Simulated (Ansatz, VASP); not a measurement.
Two plane-wave programs on InO2

The input INCAR:

```
SYSTEM = InO2
ALGO = Normal ; EDIFF = 1E-7
ENCUT = 520 ; GGA = PE
ISIF = 2 ; ISMEAR = 0
ISPIN = 2 ; LASPH = .TRUE.
LCHARG = .TRUE. ; LELF = .TRUE.
LORBIT = 11 ; LREAL = .FALSE.
LVHAR = .TRUE. ; LWAVE = .FALSE.
MAGMOM = 0 1 1 ; NBANDS = 24
NELM = 150 ; PREC = Accurate
SIGMA = 0.1
```

File KPOINTS:

```
k-points
0
G
  4 4 4
  0 0 0
```

Contents of POSCAR:

```
InO2
1.0
    4.0333533021      0.0000000000      0.0000000000
    0.0000000000      4.0333533021      0.0000000000
    0.0000000000      0.0000000000      4.7465368377
In O
1 2
Direct
    0.0000000000      0.0000000000      0.5000000000
    0.0000000000      0.5000000000      0.5000000000
    0.5000000000      0.0000000000      0.5000000000
```

Input for Ansatz:

```yaml
crystal:
  lattice:
    - [4.0333533021, 0.0, 0.0]
    - [0.0, 4.0333533021, 0.0]
    - [0.0, 0.0, 4.7465368377]
  atoms:
    - { symbol: In, position: [0.0, 0.0, 0.5] }
    - { symbol: O, position: [0.0, 0.5, 0.5], spin: 1.0 }
    - { symbol: O, position: [0.5, 0.0, 0.5], spin: 1.0 }
basis:
  ecutwfc: 420
kpoints:
  mp_grid: { grid: [4, 4, 4] }
hamiltonian:
  xc: pbe
scf:
  occupations: { method: gaussian, width: 0.1 }
  lower_state_search: "off"
output:
  forces: true
  stress: true
  eigenvalues: true
  populations: true
magnetization:
  spin_polarized: true
```

Alike in both runs: task single point; functional PBE; k mesh 4 × 4 × 4; occupations gaussian, width 0.1 eV; collinear spin.

|  | VASP | Ansatz |
| --- | --- | --- |
| version | VASP 6.6.1 | Ansatz 0.2.0 |
| potentials or method | VASP PAW PBE potentials, release 64 (In_d, O), cutoff 520 eV | scalar-relativistic, plane waves, PAW |
| valence electrons in the cell | 25 | 25 |

|  | VASP | Ansatz | Ansatz less VASP |
| --- | --- | --- | --- |
| gap on the k mesh at the Fermi level (eV) | none | none | - |
| pressure (GPa) | 2.1 | 1.8 | -0.21 |
| traceless stress, the component that is largest in VASP (GPa) | -1.79 | -1.47 | +0.322 |
| net moment per atom (μB) | 0.29 | 0.29 | 0.000 |

A gap of «none» marks a metal or a gap that the smearing closes. With one functional, cell and mesh, what is left measures potentials, basis and numerics.

The k mesh is coarse, so the values compare programs but aren't converged.
